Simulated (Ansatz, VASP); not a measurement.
## CdSe in VASP and in Ansatz

```
Cd Se
1.0
     0.00000    3.06679    3.06679
     3.06679    0.00000    3.06679
     3.06679    3.06679    0.00000
Cd Se
1 1
Direct
  0.00000 0.00000 0.00000
  0.75000 0.75000 0.75000
```

Alike in both runs: task single point; functional r2SCAN; k mesh 8 × 8 × 8; occupations gaussian, width 0.02 eV; no spin polarisation.

|  | VASP | Ansatz |
| --- | --- | --- |
| version | VASP 6.6.1 | Ansatz 0.2.0 |
| potentials or method | VASP PAW PBE potentials, release 64 (Cd, Se), cutoff 520 eV | scalar-relativistic, plane waves, PAW |
| valence electrons in the cell | 18 | 36 |

VASP gave:

| Quantity | Value |
| --- | --- |
| gap on the k mesh at the Fermi level (eV) | 1.03 |
| least direct gap on the mesh (eV) | 1.03 |

Task: What did Ansatz give for the same quantities?

Result: gap on the k mesh at the Fermi level (eV): 1.04; least direct gap on the mesh (eV): 1.04.

VASP's potentials were made for PBE, not for r2SCAN. The functional is the same, so the differences come from potentials, cutoffs and numerics. VASP's potentials hold 18 valence electrons a cell and Ansatz's 36, so a difference there can come from the potentials and not from the codes.
